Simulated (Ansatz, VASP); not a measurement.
## One calculation of NaF, two programs

```
Na F
1.0
     2.79337    0.00000    0.00000
     0.00000    2.79337    0.00000
     0.00000    0.00000    2.79337
Na F
1 1
Direct
  0.00000 0.00000 0.00000
  0.50000 0.50000 0.50000
```

Alike in both runs: functional r2SCAN; k mesh 8 × 8 × 8; occupations gaussian, width 0.02 eV; no spin polarisation.

Ansatz relaxed the structure, and its values are those at the end. VASP's run is a single point on that final structure, the one shown.

|  | VASP | Ansatz |
| --- | --- | --- |
| version | VASP 6.6.1 | Ansatz 0.2.0 |
| potentials or method | VASP PAW PBE potentials, release 64 (Na_pv, F), cutoff 520 eV | scalar-relativistic, plane waves, PAW |
| valence electrons in the cell | 14 | 16 |

```csv
,VASP,Ansatz,Ansatz less VASP
gap on the k mesh at the Fermi level (eV),7.12,7.06,-0.058
least direct gap on the mesh (eV),7.46,7.40,-0.056
pressure (GPa),-0.8,0.0,+0.80
```

VASP's potentials were made for PBE, not for r2SCAN. The functional is the same, so the differences come from potentials, cutoffs and numerics. VASP's potentials hold 14 valence electrons a cell and Ansatz's 16, so a difference there can come from the potentials and not from the codes.
